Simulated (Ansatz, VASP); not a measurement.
# B: VASP beside Ansatz

Contents of INCAR:

```
PREC = Accurate ; ENCUT = 500
EDIFF = 1E-6 ; ISMEAR = 0
SIGMA = 0.15 ; LREAL = False
LASPH = True ; NELM = 120
ALGO = Normal ; ISIF = 2
LWAVE = False ; LCHARG = True
GGA = PE ; IVDW = 12
LELF = True ; LVHAR = True
NBANDS = 8 ; GGA_COMPAT = False
```

KPOINTS

```
regular mesh
0
Gamma
  36 36 14
```

File POSCAR:

```
B
1.0
    1.6749701673      0.0000000000      0.0000000000
   -0.8374850836      1.4505667154      0.0000000000
    0.0000000000      0.0000000000      3.7556155794
B
1
Direct
    0.0000000000      0.0000000000      0.0000000000
```

Input for Ansatz:

```yaml
crystal:
  lattice:
    - [1.6749701673, 0.0, 0.0]
    - [-0.8374850836, 1.4505667154, 0.0]
    - [0.0, 0.0, 3.7556155794]
  atoms:
    - { symbol: B, position: [0.0, 0.0, 0.0] }
basis:
  ecutwfc: 420
kpoints:
  mp_grid: { grid: [36, 36, 14] }
hamiltonian:
  xc: pbe
  dispersion: d3bj
scf:
  occupations: { method: gaussian, width: 0.15 }
output:
  forces: true
  stress: true
  eigenvalues: true
```

Alike in both runs: task single point; functional PBE; dispersion D3(BJ); k mesh 36 × 36 × 14; occupations gaussian, width 0.15 eV; no spin polarisation.

|  | VASP | Ansatz |
| --- | --- | --- |
| version | VASP 6.6.1 | Ansatz 0.2.0 |
| potentials or method | VASP PAW PBE potentials, release 64 (B), cutoff 500 eV | scalar-relativistic, plane waves, PAW |
| valence electrons in the cell | 3 | 3 |

|  | VASP | Ansatz | Ansatz less VASP |
| --- | --- | --- | --- |
| gap on the k mesh at the Fermi level (eV) | none | none | - |
| pressure (GPa) | 9.9 | 9.9 | +0.02 |
| traceless stress, the component that is largest in VASP (GPa) | -12.64 | -12.57 | +0.072 |

A gap of «none» marks a metal or a gap that the smearing closes.
